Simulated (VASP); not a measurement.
Runs of VASP 6.6.1 on TiC. The structure is that of space group Pm-3m (No. 221), or close to it. The cells are those of the table. 

| task | cell | k mesh | cutoff (eV) | gap on the mesh (eV) | pressure (GPa) |
| --- | --- | --- | --- | --- | --- |
| single point | a = 3.029 Å, 2 atoms | 6 × 6 × 6 | 520 | none | -36.4 |
| single point | a = 2.711 Å, 2 atoms | 20 × 20 × 20 | 520 | none | 0.2 |
| relaxation of cell and atoms | relaxed from a = 3.029 Å, 2 atoms | 6 × 6 × 6 | 600 | none | 0.6 |
| single point | a = 2.708 Å, 2 atoms | 6 × 6 × 6 | 520 | none | (a) |
| relaxation of cell and atoms | relaxed from a = 2.708 Å, 2 atoms | 20 × 20 × 20 | 600 | none | -0.1 |

Alike in all rows: level PBE; potentials or basis VASP PAW PBE potentials, release 64 (Ti_sv, C); no spin polarisation; smearing gaussian 0.1 eV.

Estimate the missing entries.

(a) 0.0.

Caveats: some runs use coarse meshes.

A gap of «none» marks levels without a gap at the run's occupations.
